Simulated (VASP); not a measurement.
# SnSe: single point with r2SCAN

SnSe:

```
Sn Se
1.0
     4.13822    0.00000    0.00000
    -2.06911    3.58380    0.00000
     0.00000    0.00000    7.48409
Sn Se
2 2
Direct
  0.00000 0.00000 0.00000
  0.00000 0.00000 0.50000
  0.33333 0.66667 0.25000
  0.66667 0.33333 0.75000
```

```json
{"Program": "VASP 6.6.1", "Task": "single point", "Functional": "r2SCAN", "Potentials or basis": "VASP PAW PBE potentials, release 64 (Sn_d, Se)", "Cutoff": "520 eV", "k mesh": "6 × 6 × 2", "Occupations": "fermi-dirac, width 0.02 eV", "Spin": "no spin polarisation", "Dipole correction": "no", "Further INCAR settings": "ALGO = Normal; EDIFF = 1e-06; NBANDS = 28"}
```

The pressure is 0.0 GPa and the band gap on the k mesh is zero (band 20 reaches 6.11 eV, above the bottom of band 21 at 5.46 eV).

Stress tensor (GPa, compression positive):
```
 0.15  0.00  0.00
 0.00  0.15  0.00
 0.00  0.00 -0.22
```

Levels at points of the mesh, in eV from the Fermi level:
```tsv
k point	band 17	band 18	band 19	band 20	band 21	band 22	band 23	band 24
(0.00, 0.00, 0.00)	-2.32	-1.96	-1.96	0.12	1.15	2.79	2.79	2.86
(0.50, 0.00, 0.00)	-3.64	-2.20	-1.90	-0.71	-0.05	1.24	2.04	3.85
(0.00, 0.00, 0.50)	-2.14	-2.14	-1.44	-1.44	2.69	2.69	2.69	2.69
(0.50, 0.00, 0.50)	-3.07	-3.07	-2.99	-2.99	2.23	2.23	2.87	2.87
```

Run time: 2.4 min on 1 thread of Intel Xeon 6975P-C (shared host), peak memory 0.26 GiB.

Caveat: the k points lie up to 0.42 Å⁻¹ apart; the PAW data sets were made with another functional, which shifts forces and pressure a little; spin-orbit coupling is left out, which moves the levels of the heavy elements.
